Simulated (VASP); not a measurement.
# BaTiO3 in VASP: notebook

Runs on BaTiO3. Level: PBEsol. Tasks: single point, relaxation of cell and atoms.

Everything below comes from runs of VASP 6.6.1. Logs are shortened: lines on timing, memory, paths and dates and some standing lists are left out, and cuts for length are marked.

## Step 1: The cell of the first run

Symmetry: Pm-3m, No. 221, cubic system. The conventional cell has a = 3.970 Å, b = 3.970 Å, c = 3.970 Å, α = 90.00°, β = 90.00°, γ = 90.00°. Ba (site symmetry m-3m) has 12 O at 2.81 Å and 8 Ti at 3.44 Å within 3.7 Å. Ti (site symmetry m-3m) has 6 O at 1.98 Å within 2.6 Å. O (site symmetry 4/mmm) has 2 Ti at 1.98 Å within 2.6 Å.

## Step 2: Single point, PBEsol

INCAR reads:

```
SYSTEM = BaTiO3
PREC     = Accurate       ! precision mode
ENCUT    = 520            ! plane-wave cutoff, eV
EDIFF    = 1E-7           ! SCF threshold, eV
ISMEAR   = 0              ! smearing method
SIGMA    = 0.02           ! smearing width, eV
LREAL    = .False.        ! projectors in reciprocal space
LASPH    = .True.         ! aspherical terms in the spheres
NELM     = 100            ! most SCF steps
ALGO     = Normal         ! electronic algorithm
ISIF     = 2              ! what is computed and relaxed
LWAVE    = .False.        ! write WAVECAR
LCHARG   = .True.         ! write CHGCAR
GGA      = PS             ! functional
LELF     = .True.         ! ELF
LVHAR    = .True.       
NBANDS   = 28             ! bands
```

KPOINTS reads:

```
regular mesh
0
Gamma
  8 8 8
  0 0 0
```

POSCAR reads:

```
BaTiO3
1.0
    3.9698693310      0.0000000000      0.0000000000
    0.0000000000      3.9698693310      0.0000000000
    0.0000000000      0.0000000000      3.9698693310
Ba Ti O
1 1 3
Direct
    0.5000000000      0.5000000000      0.5000000000
    0.0000000000      0.0000000000      0.0000000000
    0.5000000000      0.0000000000      0.0000000000
    0.0000000000      0.5000000000      0.0000000000
    0.0000000000      0.0000000000      0.5000000000
```

Potentials or basis: VASP PAW PBE potentials, release 64 (Ba_sv, Ti_sv, O).

The run is started by

```
$ cat potpaw_PBE.64/Ba_sv/POTCAR potpaw_PBE.64/Ti_sv/POTCAR potpaw_PBE.64/O/POTCAR > POTCAR
$ mpirun -np 1 vasp_std > vasp.out
```

OUTCAR:

```text
SYSTEM = BaTiO3
   PREC = Accurate
   ENCUT = 520
   EDIFF = 1E-7
   ISMEAR = 0
   LREAL = .False.
   LASPH = .True.
   NELM = 100
   ISIF = 2
   GGA = PS

 ion  position               nearest neighbor table
   1  0.500  0.500  0.500-   3 2.81   4 2.81   5 2.81   3 2.81   4 2.81   3 2.81   5 2.81   3 2.81
                             4 2.81   5 2.81   4 2.81   5 2.81   2 3.44   2 3.44   2 3.44   2 3.44
   2  0.000  0.000  0.000-   3 1.98   4 1.98   5 1.98   5 1.98   4 1.98   3 1.98   1 3.44   1 3.44
                             1 3.44   1 3.44   1 3.44   1 3.44   1 3.44   1 3.44
   3  0.500  0.000  0.000-   2 1.98   2 1.98   1 2.81   1 2.81   1 2.81   1 2.81
   4  0.000  0.500  0.000-   2 1.98   2 1.98   1 2.81   1 2.81   1 2.81   1 2.81
   5  0.000  0.000  0.500-   2 1.98   2 1.98   1 2.81   1 2.81   1 2.81   1 2.81

  LATTYP: Found a simple cubic cell.
 ALAT       =     3.9698693310

  Lattice vectors:

 A1 = (   3.9698693310,   0.0000000000,   0.0000000000)
 A2 = (   0.0000000000,   3.9698693310,   0.0000000000)
 A3 = (   0.0000000000,   0.0000000000,   3.9698693310)

Analysis of symmetry for initial positions (statically):
=====================================================================
 Subroutine PRICEL returns:
 Original cell was already a primitive cell.

 Routine SETGRP: Setting up the symmetry group for a
 simple cubic supercell.

 Subroutine GETGRP returns: Found 48 space group operations
 (whereof 48 operations were pure point group operations)
 out of a pool of 48 trial point group operations.

The static configuration has the point symmetry O_h .

Analysis of symmetry for dynamics (positions and initial velocities):
=====================================================================
 Subroutine PRICEL returns:
 Original cell was already a primitive cell.

 Routine SETGRP: Setting up the symmetry group for a
 simple cubic supercell.

 Subroutine GETGRP returns: Found 48 space group operations
 (whereof 48 operations were pure point group operations)
 out of a pool of 48 trial point group operations.

The dynamic configuration has the point symmetry O_h .

 Subroutine INISYM returns: Found 48 space group operations
 (whereof 48 operations are pure point group operations),
 and found     1 'primitive' translations

----------------------------------------------------------------------------------------

                                     Primitive cell

  volume of cell :      62.5646

  direct lattice vectors                    reciprocal lattice vectors
     3.969869331  0.000000000  0.000000000     0.251897460  0.000000000  0.000000000
     0.000000000  3.969869331  0.000000000     0.000000000  0.251897460  0.000000000
     0.000000000  0.000000000  3.969869331     0.000000000  0.000000000  0.251897460

  length of vectors
     3.969869331  3.969869331  3.969869331     0.251897460  0.251897460  0.251897460

  position of ions in fractional coordinates (direct lattice)
     0.500000000  0.500000000  0.500000000
     0.000000000  0.000000000  0.000000000
     0.500000000  0.000000000  0.000000000
     0.000000000  0.500000000  0.000000000
     0.000000000  0.000000000  0.500000000

  ion indices of the primitive-cell ions
   primitive index   ion index
                 1           1
                 2           2
                 3           3
                 4           4
                 5           5

----------------------------------------------------------------------------------------

 KPOINTS: regular mesh

Automatic generation of k-mesh.
 Grid dimensions read from file:
 generate k-points for:    8    8    8

 Generating k-lattice:

  Cartesian coordinates                     Fractional coordinates (reciprocal lattice)
     0.031487182  0.000000000  0.000000000     0.125000000  0.000000000  0.000000000
     0.000000000  0.031487182  0.000000000     0.000000000  0.125000000  0.000000000
     0.000000000  0.000000000  0.031487182     0.000000000  0.000000000  0.125000000

  Length of vectors
     0.031487182  0.031487182  0.031487182

  Shift w.r.t. Gamma in fractional coordinates (k-lattice)
     0.000000000  0.000000000  0.000000000

 Subroutine IBZKPT returns following result:
 ===========================================

 Found     35 irreducible k-points:

 Following reciprocal coordinates:
            Coordinates               Weight
  0.000000  0.000000  0.000000      1.000000
  0.125000  0.000000  0.000000      6.000000
  0.250000  0.000000  0.000000      6.000000
  0.375000  0.000000  0.000000      6.000000
  0.500000  0.000000  0.000000      3.000000
  0.125000  0.125000  0.000000     12.000000
[... 16 lines left out ...]
  0.375000  0.375000  0.125000     24.000000
  0.500000  0.375000  0.125000     24.000000
 [... further k-points ...]
   k-points           NKPTS =     35   k-points in BZ     NKDIM =     35   number of bands    NBANDS=     28
   number of dos      NEDOS =    301   number of ions     NIONS =      5
   total plane-waves  NPLWV =  27000
   dimension x,y,z NGX =    30 NGY =   30 NGZ =   30
   dimension x,y,z NGXF=    60 NGYF=   60 NGZF=   60
   ions per type =               1   1   3
   NGX,Y,Z   is equivalent  to a cutoff of  12.56, 12.56, 12.56 a.u.
   NGXF,Y,Z  is equivalent  to a cutoff of  25.13, 25.13, 25.13 a.u.
 SYSTEM =  BaTiO3
   PREC   = accura    normal or accurate (medium, high low for compatibility)
   ISTART =      0    job   : 0-new  1-cont  2-samecut
   ICHARG =      2    charge: 1-file 2-atom 10-const
   ISPIN  =      1    spin polarized calculation?
   LNONCOLLINEAR =      F non collinear calculations
   LSORBIT =      F    spin-orbit coupling
   LASPH  =      T    aspherical Exc in radial PAW
   ENCUT  =  520.0 eV  38.22 Ry    6.18 a.u.   7.38  7.38  7.38*2*pi/ulx,y,z
   NELM   =    100;   NELMIN=  2; NELMDL= -5     # of ELM steps
   EDIFF  = 0.1E-06   stopping-criterion for ELM
   LREAL  =      F    real-space projection
   EDIFFG = 0.1E-05   stopping-criterion for IOM
   NSW    =      0    number of steps for IOM
   IBRION =     -1    ionic relax: 0-MD 1-quasi-New 2-CG
   NFREE  =      0    steps in history (QN), initial steepest desc. (CG)
   ISIF   =      2    stress and relaxation
   ISYM   =      2    0-nonsym 1-usesym 2-fastsym
   POTIM  = 0.5000    time-step for ionic-motion
   TEBEG  =    0.0;   TEEND  =   0.0 temperature during run
   PSTRESS=    0.0 pullay stress
   NELECT =      40.0000    total number of electrons
   NUPDOWN=      -1.0000    fix difference up-down
   EMIN   =  10.00;   EMAX   =-10.00  energy-range for DOS
   EFERMI =   0.00;   METHOD = LEGACY
   ISMEAR =     0;   SIGMA  =   0.02  broadening in eV -4-tet -1-fermi 0-gaus
   EFERMI_NEDOS =   21; number of points for ismear=-14 and -15
   IALGO  =     38    algorithm
   IMIX   =      4    mixing-type and parameters
     AMIX     =   0.40;   BMIX     =  1.00
     AMIX_MAG =   1.60;   BMIX_MAG =  1.00
  volume/ion in A,a.u.               =      12.51        84.44
  Fermi-wavevector in a.u.,A,eV,Ry     =   1.410323  2.665124 27.062141  1.989011
  Thomas-Fermi vector in A             =   2.532289
   LORBIT       =      0    0 simple, 1 ext, 2 COOP (PROOUT), +10 PAW based schemes
   GGA     = PS    functional components
   LHFCALC =     F    Hartree Fock is set to
   AEXX    =    0.0000 exact exchange contribution
   IVDW    =     0    specifies the selected vdW correction
   LEPSILON=     F    determine dielectric tensor
   LRPA    =     F    only Hartree local field effects (RPA)
 non-spin polarized calculation
 Gauss-broadening in eV      SIGMA  =   0.02
  energy-cutoff  :      520.00
  volume of cell :       62.56
 maximum number of plane-waves:      1743
 NGX is ok and might be reduce to    30
   NGX = 15   NGY = 15   NGZ = 15

 number of electron      39.9999978 magnetization

 Free energy of the ion-electron system (eV)
  ---------------------------------------------------
  ext. energy  EPLUGINS =         0.00000000
  ---------------------------------------------------
  free energy    TOTEN  =       -41.97685199 eV

  energy without entropy =      -41.97685199  energy(sigma->0) =      -41.97685199

 E-fermi :   3.9889     XC(G=0): -11.6478

 val. band max:        3.8827880370   @ k =   0.5000   0.5000   0.5000
 cond. band min:       5.6278202128   @ k =   0.0000   0.0000   0.0000
 fundamental gap:      1.7450321758
 Fermi energy:         3.9888649763

 k-point     1 :       0.0000    0.0000    0.0000
  band No.  band energies     occupation
      1     -52.3833      2.00000
      2     -28.7217      2.00000
      3     -28.7217      2.00000
      4     -28.7217      2.00000
      5     -20.8234      2.00000
      6     -12.9878      2.00000
[... 20 lines left out ...]
     27       8.8231      0.00000
     28      11.3419      0.00000

 k-point     2 :       0.1250    0.0000    0.0000
  band No.  band energies     occupation
      1     -52.3831      2.00000
      2     -28.7306      2.00000
      3     -28.7213      2.00000
      4     -28.7213      2.00000
      5     -20.8033      2.00000
      6     -13.0007      2.00000
[... 20 lines left out ...]
     27       9.1465      0.00000
     28      11.7277      0.00000

 k-point     3 :       0.2500    0.0000    0.0000
  band No.  band energies     occupation
      1     -52.3827      2.00000
      2     -28.7522      2.00000
      3     -28.7204      2.00000
      4     -28.7204      2.00000
      5     -20.7540      2.00000
      6     -13.0865      2.00000
[... 20 lines left out ...]
     27      10.0011      0.00000
     28      12.3204      0.00000

 k-point     4 :       0.3750    0.0000    0.0000
  band No.  band energies     occupation
      1     -52.3822      2.00000
      2     -28.7737      2.00000
      3     -28.7196      2.00000
      4     -28.7196      2.00000
      5     -20.7036      2.00000
      6     -13.2156      2.00000
[... 578 lines left out ...]
     27      12.3080      0.00000
     28      12.5061      0.00000

 k-point    23 :       0.3750    0.3750    0.1250
  band No.  band energies     occupation
      1     -52.3810      2.00000
      2     -28.7701      2.00000
      3     -28.7696      2.00000
      4     -28.7263      2.00000
      5     -20.6104      2.00000
      6     -12.7353      2.00000
[... 20 lines left out ...]
     27      12.2384      0.00000
     28      12.8812      0.00000

 k-point    24 :       0.5000    0.3750    0.1250
  band No.  band energies     occupation
      1     -52.3808      2.00000
      2     -28.7785      2.00000
      3     -28.7693      2.00000
      4     -28.7259      2.00000
      5     -20.5964      2.00000
      6     -12.6772      2.00000
[... 20 lines left out ...]
     27      12.1466      0.00000
     28      13.0069      0.00000

 [... further k-points ...]
[... 5 lines left out ...]
  --------------------------------------------------------------------------------------
  -------------------------------------------------------------------------------------
  Total        0.7833709      0.7833709      0.7833709     -0.0000000     -0.0000000      0.0000000
  in kB       20.0608530     20.0608530     20.0608530     -0.0000000     -0.0000000      0.0000000
  external PRESSURE =      20.0608530 kB  Pullay stress =       0.0000000 kB

 VOLUME and BASIS-vectors are now :
 -----------------------------------------------------------------------------
  energy-cutoff  :      520.00
  volume of cell :       62.56
      direct lattice vectors                 reciprocal lattice vectors
     3.969869331  0.000000000  0.000000000     0.251897460  0.000000000  0.000000000
     0.000000000  3.969869331  0.000000000     0.000000000  0.251897460  0.000000000
     0.000000000  0.000000000  3.969869331     0.000000000  0.000000000  0.251897460

 POSITION                                       TOTAL-FORCE (eV/Angst)
 -----------------------------------------------------------------------------------
      1.98493      1.98493      1.98493         0.000000      0.000000      0.000000
      0.00000      0.00000      0.00000         0.000000      0.000000      0.000000
      1.98493      0.00000      0.00000         0.000000      0.000000      0.000000
      0.00000      1.98493      0.00000         0.000000      0.000000      0.000000
      0.00000      0.00000      1.98493         0.000000      0.000000      0.000000
 -----------------------------------------------------------------------------------
    total drift:                                0.000000     -0.000000      0.000000

  FREE ENERGIE OF THE ION-ELECTRON SYSTEM (eV)
  ---------------------------------------------------
  free  energy   TOTEN  =       -41.9768519888 eV

  energy  without entropy=      -41.9768519888  energy(sigma->0) =      -41.97685199
```

Wall time 44 s (1 thread of Intel Xeon Platinum 8488C (Sapphire Rapids), shared host); peak memory 0.21 GiB.

Results:

```
Free energy            : -41.9769 eV
Pressure               : 2.0 GPa
Band gap on the k mesh : 1.75 eV, indirect (least direct gap 1.87 eV)
```

Caveat: the PAW data sets were made with another functional, which shifts forces and pressure a little; spin-orbit coupling is left out, which moves the levels of the heavy elements.

## Step 3: Relaxation of cell and atoms, PBEsol

This run uses another cell than the first one, of 12.87 Å³/atom, 1.029 times its volume.

INCAR reads:

```
SYSTEM = BaTiO3
  PREC = Accurate
  ENCUT = 600
  EDIFF = 1E-6
  ISMEAR = 0
  SIGMA = 0.02
  LREAL = .False.
  LASPH = .True.
  NELM = 100
  ALGO = Normal
  ISIF = 3
  LWAVE = .False.
  LCHARG = .False.
  GGA = PS
  IBRION = 2
  NSW = 100
  EDIFFG = -0.005
```

KPOINTS is that of step 2.

Edit POSCAR of step 2 so:

```diff
@@ -2,5 +2,5 @@
 1.0
-    3.9698693310      0.0000000000      0.0000000000
-    0.0000000000      3.9698693310      0.0000000000
-    0.0000000000      0.0000000000      3.9698693310
+    4.0076816357      0.0000000000      0.0000000000
+    0.0000000000      4.0076816357      0.0000000000
+    0.0000000000      0.0000000000      4.0076816357
 Ba Ti O
```

Potentials or basis: VASP PAW PBE potentials, release 64 (Ba_sv, Ti_sv, O).

The run is started by

```
$ cat potpaw_PBE.64/Ba_sv/POTCAR potpaw_PBE.64/Ti_sv/POTCAR potpaw_PBE.64/O/POTCAR > POTCAR
$ mpirun -np 1 vasp_std > vasp.out
```

Run time: 78 s. Hardware: 1 thread of Intel Xeon Platinum 8488C (Sapphire Rapids), shared host; peak memory 0.24 GiB.

It converged, with:

```yaml
Free_energy: -41.9896 eV
Relaxed_volume: 12.64 Å³/atom
Relaxed_cell: a = 3.983 Å, b = 3.983 Å, c = 3.983 Å, α = 90.00°, β = 90.00°, γ = 90.00°
Space_group_after_relaxing_to_0.05_Å: Pm-3m (No. 221)
Energy_gained_by_relaxing: 2.4 meV/atom
Ionic_steps: 3
Pressure_after_relaxing: 0.0 GPa
Band_gap_on_the_k_mesh: 1.73 eV, indirect (least direct gap 1.86 eV)
```

The path:
```
step  energy change (eV)  largest force (eV/Å)  pressure (GPa)  volume (Å³)
   1              0.0000                0.0000           -3.15        64.37
   2              0.0001                0.0000            3.40        62.04
   3             -0.0118                0.0000           -0.01        63.19
```

Final structure:
```
Ba Ti O
1.0
     3.98309    0.00000    0.00000
     0.00000    3.98309    0.00000
     0.00000    0.00000    3.98309
Ba Ti O
1 1 3
Direct
  0.50000 0.50000 0.50000
  0.00000 0.00000 0.00000
  0.50000 0.00000 0.00000
  0.00000 0.50000 0.00000
  0.00000 0.00000 0.50000
```

Levels at points of the mesh, in eV from the valence-band top:
```tsv
k point	band 17	band 18	band 19	band 20	band 21	band 22	band 23	band 24
(0.00, 0.00, 0.00)	-1.13	-0.13	-0.13	-0.13	1.73	1.73	1.73	4.04
(0.50, 0.00, 0.00)	-1.87	-1.87	-0.72	-0.72	1.90	3.56	3.56	4.05
(0.50, 0.50, 0.00)	-1.74	-0.87	-0.87	-0.09	3.57	3.57	3.99	4.91
(0.50, 0.50, 0.50)	-2.41	0.00	0.00	0.00	4.26	4.26	4.26	6.70
```

Caveat: the PAW data sets were made with another functional, which shifts forces and pressure a little; spin-orbit coupling is left out, which moves the levels of the heavy elements. A k mesh can miss the band edges.

(Part 1 of 2 ends here.)
